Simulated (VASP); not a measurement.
A run of VASP 6.6.1 is set up as follows.

The input INCAR:

```
SYSTEM = Sr
  PREC = Accurate
  ENCUT = 520
  EDIFF = 1E-6
  ISMEAR = -1
  SIGMA = 0.05
  LREAL = .False.
  LASPH = .True.
  NELM = 60
  ALGO = Normal
  ISIF = 2
  LWAVE = .False.
  LCHARG = .False.
  GGA = PE
  NBANDS = 22
```

File KPOINTS:

```
regular mesh
0
Gamma
  9 9 4
  0 0 0
```

Contents of POSCAR:

```
Sr
1.0
    0.0000000000      3.0191369257     -3.0191369257
   -3.0191369257      0.0000000000      3.0191369257
    6.0382738514      6.0382738514      6.0382738514
Sr
3
Direct
    0.0000000000      0.0000000000      0.0000000000
    0.3333333330      0.6666666670      0.3333333330
    0.6666666670      0.3333333330      0.6666666670
```

Potentials or basis: VASP PAW PBE potentials, release 64 (Sr_sv).

Launch:

```console
$ cat potpaw_PBE.64/Sr_sv/POTCAR > POTCAR
$ mpirun -np 1 vasp_std > vasp.out
```

Question: Predict the band gap on the k mesh.

Answer: Zero (band 15 reaches 1.64 eV, above the bottom of band 16 at 1.59 eV).

Question: Estimate the pressure.

Answer: 0.0 GPa.
